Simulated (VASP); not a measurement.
# InP (R-3m) in VASP: notebook

Runs on InP. Level: r2SCAN. Tasks: single point.

Everything below comes from runs of VASP 6.6.1. Logs are shortened: lines on timing, memory, paths and dates and some standing lists are left out, and cuts for length are marked.

## (1) The cell of the first run

Symmetry: R-3m, No. 166, trigonal system. The conventional cell has a = 4.526 Å, b = 4.526 Å, c = 7.871 Å, α = 90.00°, β = 90.00°, γ = 120.00°. In (site symmetry -3m) has 6 P at 2.92 Å and 6 In at 3.70 Å within 3.9 Å. P (site symmetry -3m) has 6 In at 2.92 Å and 6 P at 3.70 Å within 3.9 Å.

## (2) Single point, r2SCAN

The input, POSCAR:

```
InP
1.0
   -0.6187189274      2.5815513868      2.5815513868
    2.5815513868     -0.6187189274      2.5815513868
    2.5815513868      2.5815513868     -0.6187189274
In P
1 1
Direct
    0.0000000000      0.0000000000      0.0000000000
    0.5000000000      0.5000000000      0.5000000000
```

The input, INCAR.step1:

```
SYSTEM = InP
PREC     = Accurate       ! precision mode
ENCUT    = 520            ! plane-wave cutoff, eV
ISMEAR   = 0              ! smearing method
SIGMA    = 0.15           ! smearing width, eV
LREAL    = .FALSE.        ! projectors in reciprocal space
LASPH    = .TRUE.         ! aspherical terms in the spheres
NELM     = 100            ! most SCF steps
NBANDS   = 16             ! bands
GGA      = PE             ! functional
ALGO     = Normal         ! electronic algorithm
EDIFF    = 1E-4           ! SCF threshold, eV
LWAVE    = .TRUE.         ! write WAVECAR
LCHARG   = .FALSE.        ! write CHGCAR
```

The input, INCAR.step2:

```
SYSTEM = InP
PREC     = Accurate       ! precision mode
ENCUT    = 520            ! plane-wave cutoff, eV
EDIFF    = 1E-6           ! SCF threshold, eV
ISMEAR   = 0              ! smearing method
SIGMA    = 0.15           ! smearing width, eV
LREAL    = .FALSE.        ! projectors in reciprocal space
LASPH    = .TRUE.         ! aspherical terms in the spheres
NELM     = 100            ! most SCF steps
ALGO     = Normal         ! electronic algorithm
ISIF     = 2              ! what is computed and relaxed
LWAVE    = .FALSE.        ! write WAVECAR
LCHARG   = .FALSE.        ! write CHGCAR
METAGGA  = R2SCAN         ! meta-GGA
LMIXTAU  = .TRUE.       
NBANDS   = 16             ! bands
ISTART   = 1
```

The input, KPOINTS:

```
regular mesh
0
G
  16 16 16
  0 0 0
```

Potentials or basis: VASP PAW PBE potentials, release 64 (In_d, P).

On the command line:

```
> cat potpaw_PBE.64/In_d/POTCAR potpaw_PBE.64/P/POTCAR > POTCAR
> cp INCAR.step1 INCAR
> mpirun -np 1 vasp_std > vasp.out
> cp INCAR.step2 INCAR
> mpirun -np 1 vasp_std > vasp.out
```

OUTCAR:

```text
SYSTEM = InP
   PREC = Accurate
   ENCUT = 520
   EDIFF = 1E-6
   ISMEAR = 0
   LREAL = .FALSE.
   LASPH = .TRUE.
   NELM = 100
   ISIF = 2
   METAGGA = R2SCAN
   ISTART = 1

 ion  position               nearest neighbor table
   1  0.000  0.000  0.000-   2 2.92   2 2.92   2 2.92   2 2.92   2 2.92   2 2.92
   2  0.500  0.500  0.500-   1 2.92   1 2.92   1 2.92   1 2.92   1 2.92   1 2.92

  LATTYP: Found a trigonal (rhomboedric) cell.
 ALAT       =     3.7029215812
 COS(alpha) =     0.2530624440

  Lattice vectors:

 A1 = (  -0.6187189274,   2.5815513868,   2.5815513868)
 A2 = (   2.5815513868,  -0.6187189274,   2.5815513868)
 A3 = (   2.5815513868,   2.5815513868,  -0.6187189274)

Analysis of symmetry for initial positions (statically):
=====================================================================
 Subroutine PRICEL returns:
 Original cell was already a primitive cell.

 Routine SETGRP: Setting up the symmetry group for a
 trigonal (rhombohedral) supercell.

 Subroutine GETGRP returns: Found 12 space group operations
 (whereof 12 operations were pure point group operations)
 out of a pool of 12 trial point group operations.

The static configuration has the point symmetry D_3d.

Analysis of symmetry for dynamics (positions and initial velocities):
=====================================================================
 Subroutine PRICEL returns:
 Original cell was already a primitive cell.

 Routine SETGRP: Setting up the symmetry group for a
 trigonal (rhombohedral) supercell.

 Subroutine GETGRP returns: Found 12 space group operations
 (whereof 12 operations were pure point group operations)
 out of a pool of 12 trial point group operations.

The dynamic configuration has the point symmetry D_3d.

 Subroutine INISYM returns: Found 12 space group operations
 (whereof 12 operations are pure point group operations),
 and found     1 'primitive' translations

----------------------------------------------------------------------------------------

                                     Primitive cell

  volume of cell :      46.5424

  direct lattice vectors                    reciprocal lattice vectors
    -0.618718927  2.581551387  2.581551387    -0.134965125  0.177508479  0.177508479
     2.581551387 -0.618718927  2.581551387     0.177508479 -0.134965125  0.177508479
     2.581551387  2.581551387 -0.618718927     0.177508479  0.177508479 -0.134965125

  length of vectors
     3.702921581  3.702921581  3.702921581     0.285015974  0.285015974  0.285015974

  position of ions in fractional coordinates (direct lattice)
     0.000000000  0.000000000  0.000000000
     0.500000000  0.500000000  0.500000000

  ion indices of the primitive-cell ions
   primitive index   ion index
                 1           1
                 2           2

----------------------------------------------------------------------------------------

 KPOINTS: regular mesh

Automatic generation of k-mesh.
 Grid dimensions read from file:
 generate k-points for:   16   16   16

 Generating k-lattice:

  Cartesian coordinates                     Fractional coordinates (reciprocal lattice)
    -0.008435320  0.011094280  0.011094280     0.062500000 -0.000000000 -0.000000000
     0.011094280 -0.008435320  0.011094280    -0.000000000  0.062500000 -0.000000000
     0.011094280  0.011094280 -0.008435320    -0.000000000 -0.000000000  0.062500000

  Length of vectors
     0.017813498  0.017813498  0.017813498

  Shift w.r.t. Gamma in fractional coordinates (k-lattice)
     0.000000000  0.000000000  0.000000000

 Subroutine IBZKPT returns following result:
 ===========================================

 Found    417 irreducible k-points:

 Following reciprocal coordinates:
            Coordinates               Weight
  0.000000  0.000000  0.000000      1.000000
  0.062500  0.000000  0.000000      6.000000
  0.125000  0.000000  0.000000      6.000000
  0.187500  0.000000  0.000000      6.000000
  0.250000  0.000000  0.000000      6.000000
  0.312500  0.000000  0.000000      6.000000
[... 16 lines left out ...]
 -0.125000  0.062500 -0.000000     12.000000
 -0.062500  0.062500  0.000000      6.000000
 [... further k-points ...]
   k-points           NKPTS =    417   k-points in BZ     NKDIM =    417   number of bands    NBANDS=     16
   number of dos      NEDOS =    301   number of ions     NIONS =      2
   total plane-waves  NPLWV =  21952
   dimension x,y,z NGX =    28 NGY =   28 NGZ =   28
   dimension x,y,z NGXF=    56 NGYF=   56 NGZF=   56
   ions per type =               1   1
   NGX,Y,Z   is equivalent  to a cutoff of  12.57, 12.57, 12.57 a.u.
   NGXF,Y,Z  is equivalent  to a cutoff of  25.14, 25.14, 25.14 a.u.
 SYSTEM =  InP
   PREC   = accura    normal or accurate (medium, high low for compatibility)
   ISTART =      1    job   : 0-new  1-cont  2-samecut
   ICHARG =      0    charge: 1-file 2-atom 10-const
   ISPIN  =      1    spin polarized calculation?
   LNONCOLLINEAR =      F non collinear calculations
   LSORBIT =      F    spin-orbit coupling
   LASPH  =      T    aspherical Exc in radial PAW
   ENCUT  =  520.0 eV  38.22 Ry    6.18 a.u.   6.88  6.88  6.88*2*pi/ulx,y,z
   NELM   =    100;   NELMIN=  2; NELMDL=  0     # of ELM steps
   EDIFF  = 0.1E-05   stopping-criterion for ELM
   LREAL  =      F    real-space projection
   EDIFFG = 0.1E-04   stopping-criterion for IOM
   NSW    =      0    number of steps for IOM
   IBRION =     -1    ionic relax: 0-MD 1-quasi-New 2-CG
   NFREE  =      0    steps in history (QN), initial steepest desc. (CG)
   ISIF   =      2    stress and relaxation
   ISYM   =      2    0-nonsym 1-usesym 2-fastsym
   POTIM  = 0.5000    time-step for ionic-motion
   TEBEG  =    0.0;   TEEND  =   0.0 temperature during run
   PSTRESS=    0.0 pullay stress
   NELECT =      18.0000    total number of electrons
   NUPDOWN=      -1.0000    fix difference up-down
   EMIN   =  10.00;   EMAX   =-10.00  energy-range for DOS
   EFERMI =   0.00;   METHOD = LEGACY
   ISMEAR =     0;   SIGMA  =   0.15  broadening in eV -4-tet -1-fermi 0-gaus
   EFERMI_NEDOS =   21; number of points for ismear=-14 and -15
   IALGO  =     38    algorithm
   IMIX   =      4    mixing-type and parameters
     AMIX     =   0.40;   BMIX     =  1.00
     AMIX_MAG =   1.60;   BMIX_MAG =  1.00
  volume/ion in A,a.u.               =      23.27       157.04
  Fermi-wavevector in a.u.,A,eV,Ry     =   1.192750  2.253971 19.356375  1.422653
  Thomas-Fermi vector in A             =   2.328781
   LORBIT       =      0    0 simple, 1 ext, 2 COOP (PROOUT), +10 PAW based schemes
   METAGGA = R2SCAN    functional components
   LHFCALC =     F    Hartree Fock is set to
   AEXX    =    0.0000 exact exchange contribution
   IVDW    =     0    specifies the selected vdW correction
   LEPSILON=     F    determine dielectric tensor
   LRPA    =     F    only Hartree local field effects (RPA)
 non-spin polarized calculation
 Gauss-broadening in eV      SIGMA  =   0.15
  energy-cutoff  :      520.00
  volume of cell :       46.54
 maximum number of plane-waves:      1285
   NGX = 13   NGY = 13   NGZ = 13

 number of electron      18.0000006 magnetization

 Free energy of the ion-electron system (eV)
  ---------------------------------------------------
  ext. energy  EPLUGINS =         0.00000000
  ---------------------------------------------------
  free energy    TOTEN  =       -31.00039816 eV

  energy without entropy =      -30.98406819  energy(sigma->0) =      -30.99223317

 E-fermi :   6.1627     XC(G=0): -10.6088

 val. band max:        6.1598399204   @ k =  -0.4375   0.2500   0.0000
 cond. band min:       6.1653075157   @ k =   0.3125   0.1250   0.0625
 fundamental gap:      0.0054675952
 Fermi energy:         6.1627204461

 k-point     1 :       0.0000    0.0000    0.0000
  band No.  band energies     occupation
      1      -8.8399      2.00000
      2      -8.8399      2.00000
      3      -8.7494      2.00000
      4      -8.6981      2.00000
      5      -8.6981      2.00000
      6      -5.9006      2.00000
[... 8 lines left out ...]
     15      15.1675      0.00000
     16      16.9199      0.00000

 k-point     2 :       0.0625    0.0000    0.0000
  band No.  band energies     occupation
      1      -8.8406      2.00000
      2      -8.8359      2.00000
      3      -8.7494      2.00000
      4      -8.6992      2.00000
      5      -8.6985      2.00000
      6      -5.8608      2.00000
[... 8 lines left out ...]
     15      15.0966      0.00000
     16      17.0960      0.00000

 k-point     3 :       0.1250    0.0000    0.0000
  band No.  band energies     occupation
      1      -8.8429      2.00000
      2      -8.8251      2.00000
      3      -8.7493      2.00000
      4      -8.7022      2.00000
      5      -8.6998      2.00000
      6      -5.7426      2.00000
[... 8 lines left out ...]
     15      15.0153      0.00000
     16      17.3247      0.00000

 k-point     4 :       0.1875    0.0000    0.0000
  band No.  band energies     occupation
      1      -8.8469      2.00000
      2      -8.8098      2.00000
      3      -8.7488      2.00000
      4      -8.7061      2.00000
      5      -8.7014      2.00000
      6      -5.5500      2.00000
[... 8 lines left out ...]
     15      15.3465      0.00000
     16      17.1859      0.00000
[... 324 lines left out ...]
 k-point    22 :      -0.1875    0.0625    0.0000
  band No.  band energies     occupation
      1      -8.8454      2.00000
      2      -8.8107      2.00000
      3      -8.7468      2.00000
      4      -8.7058      2.00000
      5      -8.7023      2.00000
      6      -5.4640      2.00000
[... 8 lines left out ...]
     15      15.7804      0.00000
     16      17.6037      0.00000

 k-point    23 :      -0.1250    0.0625   -0.0000
  band No.  band energies     occupation
      1      -8.8410      2.00000
      2      -8.8256      2.00000
      3      -8.7477      2.00000
      4      -8.7029      2.00000
      5      -8.6997      2.00000
      6      -5.6713      2.00000
[... 8 lines left out ...]
     15      15.3600      0.00000
     16      17.7766      0.00000

 k-point    24 :      -0.0625    0.0625    0.0000
  band No.  band energies     occupation
      1      -8.8391      2.00000
      2      -8.8351      2.00000
      3      -8.7484      2.00000
      4      -8.7003      2.00000
      5      -8.6983      2.00000
      6      -5.8052      2.00000
[... 8 lines left out ...]
     15      15.1715      0.00000
     16      17.3236      0.00000

 [... further k-points ...]
[... 5 lines left out ...]
  --------------------------------------------------------------------------------------
  -------------------------------------------------------------------------------------
  Total       -1.9167157     -1.9167157     -1.9167157      1.3924248      1.3924248      1.3924248
  in kB      -65.9811587    -65.9811587    -65.9811587     47.9329328     47.9329328     47.9329328
  external PRESSURE =     -65.9811587 kB  Pullay stress =       0.0000000 kB

 VOLUME and BASIS-vectors are now :
 -----------------------------------------------------------------------------
  energy-cutoff  :      520.00
  volume of cell :       46.54
      direct lattice vectors                 reciprocal lattice vectors
    -0.618718927  2.581551387  2.581551387    -0.134965125  0.177508479  0.177508479
     2.581551387 -0.618718927  2.581551387     0.177508479 -0.134965125  0.177508479
     2.581551387  2.581551387 -0.618718927     0.177508479  0.177508479 -0.134965125

 POSITION                                       TOTAL-FORCE (eV/Angst)
 -----------------------------------------------------------------------------------
      0.00000      0.00000      0.00000        -0.000000      0.000000      0.000000
      2.27219      2.27219      2.27219         0.000000      0.000000     -0.000000
 -----------------------------------------------------------------------------------
    total drift:                                0.000000      0.000000      0.000000

  FREE ENERGIE OF THE ION-ELECTRON SYSTEM (eV)
  ---------------------------------------------------
  free  energy   TOTEN  =       -31.0003981602 eV

  energy  without entropy=      -30.9840681859  energy(sigma->0) =      -30.99223317
```

Run time: 12 min. Hardware: 1 thread of Intel Xeon Platinum 8488C (Sapphire Rapids), shared host; peak memory 0.41 GiB.

What came out:

```
Free energy            : -31.0004 eV
Pressure               : -6.6 GPa
Band gap on the k mesh : zero (band 9 reaches 6.72 eV, above the bottom of band 10 at 5.15 eV)
```

Stress tensor (GPa, compression positive):
```
-6.60  4.79  4.79
 4.79 -6.60  4.79
 4.79  4.79 -6.60
```

Caveat: the PAW data sets were made with another functional, which shifts forces and pressure a little; spin-orbit coupling is left out, which moves the levels of the heavy elements.

## (3) Single point, r2SCAN

This run uses another cell than the first one, of the same volume but with other edges.

The input, POSCAR:

```
InP
1.0
    0.6959195004      3.2419664529      3.2419664529
    3.2419664529      0.6959195004      3.2419664529
    3.2419664529      3.2419664529      0.6959195004
In P
1 1
Direct
    0.0000000000      0.0000000000      0.0000000000
    0.5000000000      0.5000000000      0.5000000000
```

The input, INCAR.step1:

```
SYSTEM = InP
ALGO     = Normal         ! electronic algorithm
EDIFF    = 1E-4           ! SCF threshold, eV
ENCUT    = 520            ! plane-wave cutoff, eV
GGA      = PE             ! functional
ISMEAR   = 0              ! smearing method
LASPH    = .True.         ! aspherical terms in the spheres
LCHARG   = .False.        ! write CHGCAR
LREAL    = .False.        ! projectors in reciprocal space
LWAVE    = .True.         ! write WAVECAR
NBANDS   = 16             ! bands
NELM     = 100            ! most SCF steps
PREC     = Accurate       ! precision mode
SIGMA    = 0.15           ! smearing width, eV
```

The input, INCAR.step2:

```
SYSTEM = InP
ALGO     = Normal         ! electronic algorithm
EDIFF    = 1E-6           ! SCF threshold, eV
ENCUT    = 520            ! plane-wave cutoff, eV
ISIF     = 2              ! what is computed and relaxed
ISMEAR   = 0              ! smearing method
ISTART   = 1            
LASPH    = .True.         ! aspherical terms in the spheres
LCHARG   = .False.        ! write CHGCAR
LMIXTAU  = .True.       
LREAL    = .False.        ! projectors in reciprocal space
LWAVE    = .False.        ! write WAVECAR
METAGGA  = R2SCAN         ! meta-GGA
NBANDS   = 16             ! bands
NELM     = 100            ! most SCF steps
PREC     = Accurate       ! precision mode
SIGMA    = 0.15           ! smearing width, eV
```

The input, KPOINTS:

```
k-points
0
Gamma
  16 16 16
  0 0 0
```

Potentials or basis: VASP PAW PBE potentials, release 64 (In_d, P).

On the command line:

```
> cat potpaw_PBE.64/In_d/POTCAR potpaw_PBE.64/P/POTCAR > POTCAR
> cp INCAR.step1 INCAR
> mpirun -np 1 vasp_std > vasp.out
> cp INCAR.step2 INCAR
> mpirun -np 1 vasp_std > vasp.out
```

Run time: 15 min. Hardware: 1 thread of Intel Xeon Platinum 8259CL at 2.50GHz (Skylake/Cascade Lake), shared host; peak memory 0.45 GiB.

Results (log left out):

```yaml
Free_energy: -30.7877 eV
Pressure: -5.5 GPa
Band_gap_on_the_k_mesh: zero (band 9 reaches 7.49 eV, above the bottom of band 10 at 5.24 eV)
```

Stress tensor (GPa, compression positive):
```
-5.50 -7.09 -7.09
-7.09 -5.50 -7.09
-7.09 -7.09 -5.50
```

Levels at points of the mesh, in eV from the Fermi level:
| k point | band 7 | band 8 | band 9 | band 10 | band 11 | band 12 |
| --- | --- | --- | --- | --- | --- | --- |
| (0.00, 0.00, 0.00) | -3.29 | -2.61 | 0.81 | 0.81 | 6.84 | 8.34 |
| (0.50, 0.00, 0.00) | -6.14 | -1.53 | 0.03 | 0.14 | 2.98 | 3.26 |
| (0.50, 0.50, 0.00) | -4.92 | -3.61 | -3.12 | -0.96 | 4.74 | 5.82 |
| (0.50, 0.50, 0.50) | -8.17 | 1.07 | 1.07 | 4.66 | 5.06 | 5.98 |

Caveat: the PAW data sets were made with another functional, which shifts forces and pressure a little; spin-orbit coupling is left out, which moves the levels of the heavy elements.

## (4) Single point, r2SCAN

This run uses another cell than the first one, of the same volume but with other edges.

The input, POSCAR:

```
InP
1.0
    1.5106766678      3.7766916695      3.7766916695
    3.7766916695      1.5106766678      3.7766916695
    3.7766916695      3.7766916695      1.5106766678
In P
1 1
Direct
    0.0000000000      0.0000000000      0.0000000000
    0.5000000000      0.5000000000      0.5000000000
```

The input, INCAR.step1:

```
ALGO = Normal
EDIFF = 1E-4
ENCUT = 520
GGA = PE
ISMEAR = 0
LASPH = True
LCHARG = False
LREAL = False
LWAVE = True
NBANDS = 16
NELM = 100
PREC = Accurate
SIGMA = 0.15
```

The input, INCAR.step2:

```
ALGO = Normal
EDIFF = 1E-7
ENCUT = 520
ISIF = 2
ISMEAR = 0
ISTART = 1
LASPH = True
LCHARG = True
LELF = True
LMIXTAU = True
LREAL = False
LVHAR = True
LWAVE = False
METAGGA = R2SCAN
NBANDS = 16
NELM = 100
PREC = Accurate
SIGMA = 0.15
```

The input, KPOINTS:

```
k-points
0
Gamma
  16 16 16
```

On the command line:

```
> cat potpaw_PBE.64/In_d/POTCAR potpaw_PBE.64/P/POTCAR > POTCAR
> cp INCAR.step1 INCAR
> mpirun -np 1 vasp_std > vasp.out
> cp INCAR.step2 INCAR
> mpirun -np 1 vasp_std > vasp.out
```

Wall time 22 min (1 thread of Intel Xeon 6975P-C (Granite Rapids), shared host); peak memory 0.5 GiB.

It converged, with:

| Item | Value |
| --- | --- |
| Free energy | -30.1860 eV |
| Pressure | -5.7 GPa |
| Band gap on the k mesh | zero (band 9 reaches 9.53 eV, above the bottom of band 10 at 5.20 eV) |

Stress tensor (GPa, compression positive):
```
-5.73 -0.75 -0.75
-0.75 -5.73 -0.75
-0.75 -0.75 -5.73
```

Levels at points of the mesh, in eV from the Fermi level:
| k point | band 7 | band 8 | band 9 | band 10 | band 11 | band 12 |
| --- | --- | --- | --- | --- | --- | --- |
| (0.00, 0.00, 0.00) | -6.54 | -4.71 | 2.97 | 2.97 | 7.55 | 9.50 |
| (0.50, 0.00, 0.00) | -5.27 | -2.25 | -1.80 | 0.68 | 1.20 | 2.58 |
| (0.50, 0.50, 0.00) | -4.82 | -3.61 | -2.82 | 0.94 | 1.83 | 6.37 |
| (0.50, 0.50, 0.50) | -8.96 | 0.45 | 2.11 | 3.02 | 3.02 | 9.03 |

Caveat: the PAW data sets were made with another functional, which shifts forces and pressure a little; spin-orbit coupling is left out, which moves the levels of the heavy elements.

## (5) Summary

```csv
cell,gap on the mesh (eV),pressure (GPa)
"a = 3.703 Å, angles 75.3°, 2 atoms",none,-6.6
"a = 4.637 Å, angles 45.7°, 2 atoms",none,-5.5
"a = 5.551 Å, angles 33.6°, 2 atoms",none,-5.7
```

Alike in all rows: task single point; level r2SCAN; potentials or basis VASP PAW PBE potentials, release 64 (In_d, P); no spin polarisation; k mesh 16 × 16 × 16; cutoff (eV) 520; smearing gaussian 0.15 eV.

Caveats: the PAW data sets were made with another functional, which shifts forces and pressure a little; spin-orbit coupling is left out, which moves the levels of the heavy elements.

Total energies depend on the potentials used, so only differences within one code and one set of settings carry meaning.
